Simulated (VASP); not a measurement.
Ni: relaxation of cell and atoms with PBEsol

Crystal: Ni.

```
CELL_PARAMETERS angstrom
-1.38372 1.38372 1.38372
1.38372 -1.38372 1.38372
1.38372 1.38372 -1.38372
ATOMIC_POSITIONS crystal
Ni 0.00000 0.00000 0.00000
```

This isn't the form of Ni at room conditions, which is fcc.

| Property | Result |
| --- | --- |
| Program | VASP 6.6.1 |
| Task | relaxation of cell and atoms |
| Functional | PBEsol |
| Potentials or basis | VASP PAW PBE potentials, release 64 (Ni) |
| Cutoff | 600 eV |
| k mesh | 17 × 17 × 17 |
| Occupations | fermi-dirac, width 0.15 eV |
| Spin | collinear spin, ferromagnetic start |
| Starting moments | [2.0] μB |
| Dipole correction | no |
| Further INCAR settings | ALGO = Normal; EDIFF = 1e-07; IBRION = 2; EDIFFG = -0.02; NSW = 80; ISIF = 3 |

```
Relaxed volume                                        : 10.48 Å³/atom
Relaxed cell                                          : a = 2.387 Å, b = 2.387 Å, c = 2.387 Å, α = 109.47°, β = 109.47°, γ = 109.47°
Space group after relaxing (to 0.1 Å)                 : Im-3m (No. 229)
Energy gained by relaxing                             : 0.9 meV/atom
Ionic steps                                           : 3
Pressure after relaxing                               : 0.0 GPa
Net moment                                            : 0.37 μB per cell
Site moments                                          : Ni +0.37 μB
Valence electrons inside the program's atomic spheres : Ni 9.39
```

Step by step:
```
step  energy change (eV)  largest force (eV/Å)  pressure (GPa)  volume (Å³)
   1              0.0000                0.0000           -2.35        10.60
   2              0.0000                0.0000            2.40        10.36
   3             -0.0009                0.0000            0.01        10.48
```

Final structure:
```yaml
crystal:
  lattice:
    - [-1.37841, 1.37841, 1.37841]
    - [1.37841, -1.37841, 1.37841]
    - [1.37841, 1.37841, -1.37841]
  atoms:
    - { symbol: Ni, position: [0.00000, 0.00000, 0.00000] }
```

Levels at points of the mesh, in eV from the Fermi level:
Spin up:
| k point | band 1 | band 2 | band 3 | band 4 | band 5 | band 6 | band 7 | band 8 | band 9 | band 10 |
| --- | --- | --- | --- | --- | --- | --- | --- | --- | --- | --- |
| (0.00, 0.00, 0.00) | -9.22 | -2.29 | -2.29 | -2.29 | -0.86 | -0.86 | 26.80 | 26.80 | 26.80 | 31.94 |
Spin down:
```tsv
k point	band 3	band 4	band 5	band 6	band 7	band 8
(0.00, 0.00, 0.00)	-1.89	-1.89	-0.49	-0.49	26.75	26.75
```

Run time: 45 s on 1 thread of Intel(R) Xeon(R) 6975P-C (Granite Rapids), with other jobs on the host, peak memory 0.17 GiB.

Caveat: the PAW data sets were made with another functional, which shifts forces and pressure a little.
